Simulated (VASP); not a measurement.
# Cu (Pmmn) in VASP: single point with PBE

Aim: the single point of Cu with PBE.

Program: VASP 6.6.1. These are calculated values, not measurements. Logs are shortened: lines on timing, memory, paths and dates and some standing lists are left out, and cuts for length are marked.

**1. The cell of the first run**

The structure is orthorhombic, space group Pmmn (No. 59). Conventional cell: a = 2.556 Å, b = 3.615 Å, c = 14.725 Å, α = 90.00°, β = 90.00°, γ = 90.00°. Within 3.4 Å of Cu (site symmetry mm2) lie 7 Cu at 2.56 Å. Cu (site symmetry mm2) has 11 Cu at 2.56 Å within 3.4 Å. Within 3.4 Å of Cu (site symmetry mm2) lie 12 Cu at 2.56 Å. Cu (site symmetry mm2) has 12 Cu at 2.56 Å within 3.4 Å.

**2. Single point, PBE (the distance across one plane changed)**

Input file INCAR:

```
PREC = Accurate ; ENCUT = 520
EDIFF = 1E-6 ; ISMEAR = 0
SIGMA = 0.15 ; LREAL = F
LASPH = T ; NELM = 100
ALGO = Fast ; ISIF = 2
LWAVE = F ; LCHARG = F
GGA = PE ; NBANDS = 54
```

Input file KPOINTS:

```
Automatic mesh
0
Gamma
  13 18 5
```

Input file POSCAR:

```
Cu
1.0
    3.6150000000      0.0000000000      0.0000000000
    0.0000000000      1.8075000000     -1.8075000000
    0.0000000000     10.4119805153     10.4119805153
Cu
8
Direct
    0.0000000000      0.0000000000      0.6509928625
    0.5000000000      0.5000000000      0.0433995242
    0.0000000000      0.0000000000      0.1301985725
    0.5000000000      0.5000000000      0.2169976208
    0.0000000000      0.0000000000      0.3037966692
    0.5000000000      0.5000000000      0.3905957175
    0.0000000000      0.0000000000      0.4773947658
    0.5000000000      0.5000000000      0.5641938142
```

Potentials or basis: VASP PAW PBE potentials, release 64 (Cu).

Started as:

```sh
$ cat potpaw_PBE.64/Cu/POTCAR > POTCAR
$ mpirun -np 1 vasp_std > vasp.out
```

OUTCAR:

```text
PREC = Accurate
   ENCUT = 520
   EDIFF = 1E-6
   ISMEAR = 0
   LREAL = F
   LASPH = T
   NELM = 100
   ISIF = 2
   GGA = PE

 ion  position               nearest neighbor table
   1  0.000  0.000  0.651-   8 2.56   8 2.56   8 2.56   8 2.56   7 2.56
   2  0.500  0.500  0.043-   4 2.56   3 2.56   3 2.56   3 2.56   3 2.56
   3  0.000  0.000  0.130-   2 2.56   4 2.56   2 2.56   4 2.56   2 2.56   4 2.56   2 2.56   4 2.56
                             5 2.56
   4  0.500  0.500  0.217-   2 2.56   3 2.56   3 2.56   3 2.56   3 2.56   6 2.56   5 2.56   5 2.56
                             5 2.56   5 2.56
   5  0.000  0.000  0.304-   7 2.56   6 2.56   6 2.56   6 2.56   6 2.56   3 2.56   4 2.56   4 2.56
                             4 2.56   4 2.56
   6  0.500  0.500  0.391-   5 2.56   7 2.56   5 2.56   7 2.56   5 2.56   7 2.56   5 2.56   7 2.56
                             4 2.56   8 2.56
   7  0.000  0.000  0.477-   5 2.56   6 2.56   6 2.56   6 2.56   6 2.56   1 2.56   8 2.56   8 2.56
                             8 2.56   8 2.56
   8  0.500  0.500  0.564-   1 2.56   1 2.56   1 2.56   1 2.56   6 2.56   7 2.56   7 2.56   7 2.56
                             7 2.56

  LATTYP: Found a simple orthorhombic cell.
 ALAT       =     2.5561910140
 B/A-ratio  =     1.4142135624
 C/A-ratio  =     5.7604318204

  Lattice vectors:

 A1 = (   0.0000000000,  -1.8075000000,   1.8075000000)
 A2 = (   3.6150000000,   0.0000000000,   0.0000000000)
 A3 = (   0.0000000000,  10.4119805153,  10.4119805153)

Analysis of symmetry for initial positions (statically):
=====================================================================
 Subroutine PRICEL returns:
 Original cell was already a primitive cell.

 Routine SETGRP: Setting up the symmetry group for a
 simple orthorhombic supercell.

 Subroutine GETGRP returns: Found  8 space group operations
 (whereof  4 operations were pure point group operations)
 out of a pool of  8 trial point group operations.

The static configuration has the point symmetry C_2v.
 The point group associated with its full space group is D_2h.

Analysis of symmetry for dynamics (positions and initial velocities):
=====================================================================
 Subroutine PRICEL returns:
 Original cell was already a primitive cell.

 Routine SETGRP: Setting up the symmetry group for a
 simple orthorhombic supercell.

 Subroutine GETGRP returns: Found  8 space group operations
 (whereof  4 operations were pure point group operations)
 out of a pool of  8 trial point group operations.

The dynamic configuration has the point symmetry C_2v.
 The point group associated with its full space group is D_2h.

 Subroutine INISYM returns: Found  8 space group operations
 (whereof  4 operations are pure point group operations),
 and found     1 'primitive' translations

----------------------------------------------------------------------------------------

                                     Primitive cell

  volume of cell :     136.0661

  direct lattice vectors                    reciprocal lattice vectors
     3.615000000  0.000000000  0.000000000     0.276625173  0.000000000  0.000000000
     0.000000000  1.807500000 -1.807500000     0.000000000  0.276625173 -0.276625173
     0.000000000 10.411980515 10.411980515     0.000000000  0.048021604  0.048021604

  length of vectors
     3.615000000  2.556191014 14.724764056     0.276625173  0.391207071  0.067912803

  position of ions in fractional coordinates (direct lattice)
     0.000000000  0.000000000  0.650992862
     0.500000000  0.500000000  0.043399524
     0.000000000  0.000000000  0.130198572
     0.500000000  0.500000000  0.216997621
     0.000000000  0.000000000  0.303796669
     0.500000000  0.500000000  0.390595717
     0.000000000  0.000000000  0.477394766
     0.500000000  0.500000000  0.564193814

  ion indices of the primitive-cell ions
   primitive index   ion index
                 1           1
                 2           2
                 3           3
                 4           4
                 5           5
                 6           6
                 7           7
                 8           8

----------------------------------------------------------------------------------------

 KPOINTS: Automatic mesh

Automatic generation of k-mesh.
 Grid dimensions read from file:
 generate k-points for:   13   18    5

 Generating k-lattice:

  Cartesian coordinates                     Fractional coordinates (reciprocal lattice)
     0.021278859  0.000000000  0.000000000     0.076923077  0.000000000  0.000000000
     0.000000000  0.015368065 -0.015368065     0.000000000  0.055555556  0.000000000
     0.000000000  0.009604321  0.009604321     0.000000000  0.000000000  0.200000000

  Length of vectors
     0.021278859  0.021733726  0.013582561

  Shift w.r.t. Gamma in fractional coordinates (k-lattice)
     0.000000000  0.000000000  0.000000000

 Subroutine IBZKPT returns following result:
 ===========================================

 Found    210 irreducible k-points:

 Following reciprocal coordinates:
            Coordinates               Weight
  0.000000  0.000000  0.000000      1.000000
  0.076923  0.000000  0.000000      2.000000
  0.153846  0.000000  0.000000      2.000000
  0.230769  0.000000  0.000000      2.000000
  0.307692  0.000000  0.000000      2.000000
  0.384615  0.000000  0.000000      2.000000
[... 16 lines left out ...]
  0.076923  0.166667  0.000000      4.000000
  0.153846  0.166667  0.000000      4.000000
 [... further k-points ...]
   k-points           NKPTS =    210   k-points in BZ     NKDIM =    210   number of bands    NBANDS=     54
   number of dos      NEDOS =    301   number of ions     NIONS =      8
   total plane-waves  NPLWV =  62720
   dimension x,y,z NGX =    28 NGY =   20 NGZ =  112
   dimension x,y,z NGXF=    56 NGYF=   40 NGZF=  224
   ions per type =               8
   NGX,Y,Z   is equivalent  to a cutoff of  12.88, 13.01, 12.65 a.u.
   NGXF,Y,Z  is equivalent  to a cutoff of  25.75, 26.01, 25.29 a.u.
 SYSTEM =  unknown system
   PREC   = accura    normal or accurate (medium, high low for compatibility)
   ISTART =      0    job   : 0-new  1-cont  2-samecut
   ICHARG =      2    charge: 1-file 2-atom 10-const
   ISPIN  =      1    spin polarized calculation?
   LNONCOLLINEAR =      F non collinear calculations
   LSORBIT =      F    spin-orbit coupling
   LASPH  =      T    aspherical Exc in radial PAW
   ENCUT  =  520.0 eV  38.22 Ry    6.18 a.u.   6.72  4.75 27.38*2*pi/ulx,y,z
   NELM   =    100;   NELMIN=  2; NELMDL= -5     # of ELM steps
   EDIFF  = 0.1E-05   stopping-criterion for ELM
   LREAL  =      F    real-space projection
   EDIFFG = 0.1E-04   stopping-criterion for IOM
   NSW    =      0    number of steps for IOM
   IBRION =     -1    ionic relax: 0-MD 1-quasi-New 2-CG
   NFREE  =      0    steps in history (QN), initial steepest desc. (CG)
   ISIF   =      2    stress and relaxation
   ISYM   =      2    0-nonsym 1-usesym 2-fastsym
   POTIM  = 0.5000    time-step for ionic-motion
   TEBEG  =    0.0;   TEEND  =   0.0 temperature during run
   PSTRESS=    0.0 pullay stress
   NELECT =      88.0000    total number of electrons
   NUPDOWN=      -1.0000    fix difference up-down
   EMIN   =  10.00;   EMAX   =-10.00  energy-range for DOS
   EFERMI =   0.00;   METHOD = LEGACY
   ISMEAR =     0;   SIGMA  =   0.15  broadening in eV -4-tet -1-fermi 0-gaus
   EFERMI_NEDOS =   21; number of points for ismear=-14 and -15
   IALGO  =     68    algorithm
   IMIX   =      4    mixing-type and parameters
     AMIX     =   0.40;   BMIX     =  1.00
     AMIX_MAG =   1.60;   BMIX_MAG =  1.00
  volume/ion in A,a.u.               =      17.01       114.78
  Fermi-wavevector in a.u.,A,eV,Ry     =   1.415747  2.675374 27.270706  2.004340
  Thomas-Fermi vector in A             =   2.537154
   LORBIT       =      0    0 simple, 1 ext, 2 COOP (PROOUT), +10 PAW based schemes
   GGA     = PE    functional components
   LHFCALC =     F    Hartree Fock is set to
   AEXX    =    0.0000 exact exchange contribution
   IVDW    =     0    specifies the selected vdW correction
   LEPSILON=     F    determine dielectric tensor
   LRPA    =     F    only Hartree local field effects (RPA)
 non-spin polarized calculation
 RMM-DIIS sequential band-by-band and
 Gauss-broadening in eV      SIGMA  =   0.15
  energy-cutoff  :      520.00
  volume of cell :      136.07
 maximum number of plane-waves:      3698
 NGX is ok and might be reduce to    28
   NGX = 13   NGY =  9   NGZ = 55

 number of electron      87.9999873 magnetization

 Free energy of the ion-electron system (eV)
  ---------------------------------------------------
  ext. energy  EPLUGINS =         0.00000000
  ---------------------------------------------------
  free energy    TOTEN  =       -28.01448396 eV

  energy without entropy =      -27.98555924  energy(sigma->0) =      -28.00002160

 E-fermi :   3.9519     XC(G=0):  -9.9028

 val. band max:        3.9419754254   @ k =   0.2308   0.1111   0.0000
 cond. band min:       3.9602302999   @ k =   0.3846   0.0000   0.2000
 fundamental gap:      0.0182548745
 Fermi energy:         3.9519144783

 k-point     1 :       0.0000    0.0000    0.0000
  band No.  band energies     occupation
      1      -5.0249      2.00000
      2      -4.0578      2.00000
      3      -2.6452      2.00000
      4      -1.1312      2.00000
      5      -0.7214      2.00000
      6      -0.3362      2.00000
[... 46 lines left out ...]
     53      11.2684      0.00000
     54      11.7774      0.00000

 k-point     2 :       0.0769    0.0000    0.0000
  band No.  band energies     occupation
      1      -4.9539      2.00000
      2      -3.9908      2.00000
      3      -2.5905      2.00000
      4      -1.1151      2.00000
      5      -0.7199      2.00000
      6      -0.3303      2.00000
[... 46 lines left out ...]
     53      11.1974      0.00000
     54      11.8848      0.00000
[... 1195 lines left out ...]
     53      11.7615      0.00000
     54      12.2117      0.00000

 k-point    24 :       0.1538    0.1667    0.0000
  band No.  band energies     occupation
      1      -4.0937      2.00000
      2      -3.1691      2.00000
      3      -1.8812      2.00000
      4      -0.7032      2.00000
      5      -0.4333      2.00000
      6      -0.1548      2.00000
[... 46 lines left out ...]
     53      11.6305      0.00000
     54      12.2586      0.00000

 [... further k-points ...]
[... 5 lines left out ...]
  --------------------------------------------------------------------------------------
  -------------------------------------------------------------------------------------
  Total       -1.4928682     -0.5773818     -0.5773818      0.0000000      0.2649029      0.0000000
  in kB      -17.5785117     -6.7986660     -6.7986660      0.0000000      3.1192299      0.0000000
  external PRESSURE =     -10.3919479 kB  Pullay stress =       0.0000000 kB

 VOLUME and BASIS-vectors are now :
 -----------------------------------------------------------------------------
  energy-cutoff  :      520.00
  volume of cell :      136.07
      direct lattice vectors                 reciprocal lattice vectors
     3.615000000  0.000000000  0.000000000     0.276625173  0.000000000  0.000000000
     0.000000000  1.807500000 -1.807500000     0.000000000  0.276625173 -0.276625173
     0.000000000 10.411980515 10.411980515     0.000000000  0.048021604  0.048021604

 POSITION                                       TOTAL-FORCE (eV/Angst)
 -----------------------------------------------------------------------------------
      0.00000      6.77812      6.77812         0.000000     -0.216917     -0.216917
      1.80750      1.35563     -0.45187         0.000000      0.216917      0.216917
      0.00000      1.35562      1.35562         0.000000     -0.283006     -0.283006
      1.80750      3.16312      1.35562         0.000000     -0.006353     -0.006353
      0.00000      3.16313      3.16313         0.000000     -0.017187     -0.017187
      1.80750      4.97062      3.16312         0.000000      0.017187      0.017187
      0.00000      4.97062      4.97062         0.000000      0.006353      0.006353
      1.80750      6.77813      4.97063         0.000000      0.283006      0.283006
 -----------------------------------------------------------------------------------
    total drift:                                0.000000      0.000096      0.000096

  FREE ENERGIE OF THE ION-ELECTRON SYSTEM (eV)
  ---------------------------------------------------
  free  energy   TOTEN  =       -28.0144839618 eV

  energy  without entropy=      -27.9855592434  energy(sigma->0) =      -28.00002160
```

Wall time 60 min (1 thread of Oxide Virtual Turin-like, shared host); peak memory 0.96 GiB.

Results:

```yaml
Free_energy: -28.0145 eV
Pressure: -1.0 GPa
Largest_force: 0.400 eV/Å
Band_gap_on_the_k_mesh: zero (bands 44 and 45 overlap by 2.98 eV)
```

Forces on the atoms (eV/Å):
```
Cu   0.000 -0.217 -0.217
Cu   0.000  0.217  0.217
Cu   0.000 -0.283 -0.283
Cu   0.000 -0.006 -0.006
Cu   0.000 -0.017 -0.017
Cu   0.000  0.017  0.017
Cu   0.000  0.006  0.006
Cu   0.000  0.283  0.283
```

Levels at points of the mesh, in eV from the Fermi level:
| k point | band 42 | band 43 | band 44 | band 45 | band 46 | band 47 |
| --- | --- | --- | --- | --- | --- | --- |
| (0.00, 0.00, 0.00) | -1.40 | -1.39 | -1.33 | -0.54 | 1.41 | 2.17 |
| (0.00, 0.50, 0.00) | -0.15 | 0.20 | 0.20 | 0.80 | 0.80 | 1.62 |

Caveat: the cell differs from its parent crystal (the distance across one plane changed).
